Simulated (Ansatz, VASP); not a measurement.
BiAu in VASP and in Ansatz

File INCAR:

```
PREC = Accurate
ENCUT = 400
EDIFF = 1E-8
ISMEAR = -1
SIGMA = 0.03
LREAL = False
LASPH = True
NELM = 120
ALGO = Normal
ISIF = 2
LWAVE = False
LCHARG = False
GGA = PE
LEFG = True
NBANDS = 20
GGA_COMPAT = False
```

Contents of KPOINTS:

```
regular mesh
0
Gamma
  12 12 12
```

Contents of POSCAR:

```
BiAu
1.0
    0.0000000000      2.9122895978      2.9122895978
    2.9122895978      0.0000000000      2.9122895978
    2.9122895978      2.9122895978      0.0000000000
Au Bi
1 1
Direct
    0.0000000000      0.0000000000      0.0000000000
    0.5000000000      0.5000000000      0.5000000000
```

Input for Ansatz:

```yaml
crystal:
  lattice:
    - [0.0, 2.9122895978, 2.9122895978]
    - [2.9122895978, 0.0, 2.9122895978]
    - [2.9122895978, 2.9122895978, 0.0]
  atoms:
    - { symbol: Au, position: [0.0, 0.0, 0.0] }
    - { symbol: Bi, position: [0.5, 0.5, 0.5] }
kpoints:
  mp_grid: { grid: [12, 12, 12] }
scf:
  occupations: { method: fermi_dirac, width: 0.03 }
hamiltonian:
  xc: pbe
  pseudopotentials: { kind: paw }
output:
  forces: true
  stress: true
  eigenvalues: true
  efg: { contact_densities: true }
```

Change from the starting cell: volume scaled by 0.9405, PAW files.

Alike in both runs: task electric field gradients; functional PBE; k mesh 12 × 12 × 12; occupations fermi-dirac, width 0.03 eV; no spin polarisation.

|  | VASP | Ansatz |
| --- | --- | --- |
| version | VASP 6.6.1 | Ansatz 0.2.0 |
| potentials or method | VASP PAW PBE potentials, release 64 (Au, Bi_d) | PAW with Ansatz's default frozen-core files, scalar-relativistic |
| plane-wave cutoff (eV) | 400 | 420 |
| valence electrons in the cell | 26 | 34 |

|  | VASP | Ansatz | Ansatz less VASP |
| --- | --- | --- | --- |
| pressure (GPa) | 5.0 | 5.1 | +0.13 |

VASP's potentials hold 26 valence electrons a cell and Ansatz's 34, so a difference there can come from the potentials and not from the codes.

Neither program's run includes spin-orbit coupling.
